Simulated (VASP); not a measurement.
**PbS: single point with PBE**

The system is PbS.

```
Pb S
1.0
     0.00000    2.96500    2.96500
     2.96500    0.00000    2.96500
     2.96500    2.96500    0.00000
Pb S
1 1
Direct
  0.00000 0.00000 0.01789
  0.50000 0.50000 0.50000
```

This cell differs from its parent crystal: all Pb atoms moved +0.075 Å, as atom 1 along Cartesian [1 1 0].

- Program: VASP 6.6.1
- Task: single point
- Functional: PBE
- Potentials or basis: VASP PAW PBE potentials, release 64 (Pb_d, S)
- Cutoff: 520 eV
- k mesh: 10 × 10 × 10
- Occupations: gaussian, width 0.03 eV
- Spin: no spin polarisation
- Dipole correction: no
- Further INCAR settings: ALGO = Normal; EDIFF = 1e-06; NBANDS = 17

```yaml
Pressure: 2.3 GPa
Largest_force: 0.048 eV/Å
Band_gap_on_the_k_mesh: 0.37 eV
```

Forces on the atoms (eV/Å):
```
Pb  -0.034 -0.034  0.000
S    0.034  0.034  0.000
```

Stress tensor (GPa, compression positive):
```
2.33 0.03 0.00
0.03 2.33 0.00
0.00 0.00 2.21
```

Levels at points of the mesh, in eV from the valence-band top:
```
           k point  band 8  band 9  band 10  band 11  band 12  band 13
(0.00, 0.00, 0.00)   -2.19   -2.17    -2.17     5.16     5.17     5.22
(0.50, 0.00, 0.00)   -1.80   -1.80     0.00     0.37     1.98     1.99
(0.00, 0.00, 0.50)   -1.80   -1.79    -0.05     0.42     1.96     1.98
(0.50, 0.50, 0.00)   -5.21   -3.46    -3.43     3.80     5.58     5.70
(0.00, 0.50, 0.50)   -5.18   -3.45    -3.45     3.83     5.58     5.70
```

Wall time 2.1 min on 1 thread of Intel Xeon 8259CL (shared host), peak memory 0.28 GiB.

Caveat: the cell differs from its parent crystal (all Pb atoms moved +0.075 Å, as atom 1 along Cartesian [1 1 0]); spin-orbit coupling is left out, which moves the levels of the heavy elements. A k mesh can miss the band edges.
